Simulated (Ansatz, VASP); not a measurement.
# Two plane-wave programs on Al2O3

INCAR

```
SYSTEM = Al2O3
PREC = Accurate
ENCUT = 520
EDIFF = 1E-7
ISMEAR = 0
SIGMA = 0.05
LREAL = .False.
LASPH = .True.
NELM = 60
ALGO = Normal
ISIF = 2
LWAVE = .False.
LCHARG = .False.
GGA = PE
IVDW = 12
NBANDS = 20
```

File KPOINTS:

```
Automatic mesh
0
Gamma
  9 9 4
  0 0 0
```

The input POSCAR:

```
Al2O3
1.0
    2.9245000000      0.0000000000      0.0000000000
   -1.4622500000      2.5326912934      0.0000000000
    0.0000000000      0.0000000000      7.0774000000
Al O
2 3
Direct
    0.0000000000      0.0000000000      0.1907358529
    0.0000000000      0.0000000000      0.8092641471
    0.3333333333      0.6666666667      0.2840924954
    0.6666666667      0.3333333333      0.0000000000
    0.3333333333      0.6666666667      0.7159075046
```

Input for Ansatz:

```yaml
crystal:
  lattice:
    - [2.9245, 0.0, 0.0]
    - [-1.46225, 2.5326912934, 0.0]
    - [0.0, 0.0, 7.0774]
  atoms:
    - { symbol: Al, position: [0.0, 0.0, 0.1907358529] }
    - { symbol: Al, position: [0.0, 0.0, 0.8092641471] }
    - { symbol: O, position: [0.3333333333, 0.6666666667, 0.2840924954] }
    - { symbol: O, position: [0.6666666667, 0.3333333333, 0.0] }
    - { symbol: O, position: [0.3333333333, 0.6666666667, 0.7159075046] }
basis:
  ecutwfc: 520.0
kpoints:
  mp_grid: { grid: [9, 9, 4] }
hamiltonian:
  xc: pbe
  pseudopotentials: { kind: paw, azcp: { folder: soft_1 } }
  dispersion: d3bj
scf:
  occupations: { method: gaussian, width: 0.05 }
output:
  forces: true
  stress: true
  eigenvalues: true
  write_density: true
  write_potential: true
  elf: true
  volumetric_format: npy
```

Alike in both runs: task single point; functional PBE; dispersion D3(BJ); k mesh 9 × 9 × 4; occupations gaussian, width 0.05 eV; no spin polarisation.

```csv
,VASP,Ansatz
version,VASP 6.6.1,Ansatz 0.2.0
potentials or method,"VASP PAW PBE potentials, release 64 (Al, O), cutoff 520 eV","scalar-relativistic, plane waves, PAW"
valence electrons in the cell,24,24
```

Ansatz gave:

| Quantity | Value |
| --- | --- |
| gap on the k mesh at the Fermi level (eV) | 3.94 |
| least direct gap on the mesh (eV) | 4.03 |
| pressure (GPa) | -4.4 |
| traceless stress, the component that is largest in VASP (GPa) | 10.97 |
| rms of the force components (eV/Å) | 0.276 |

Problem. What did VASP give for the same quantities?

Solution. gap on the k mesh at the Fermi level (eV): 3.92; least direct gap on the mesh (eV): 4.01; pressure (GPa): -4.4; traceless stress, the component that is largest in VASP (GPa): 10.73; rms of the force components (eV/Å): 0.289.

Atom by atom the forces differ by 0.016 eV/Å (rms over components).
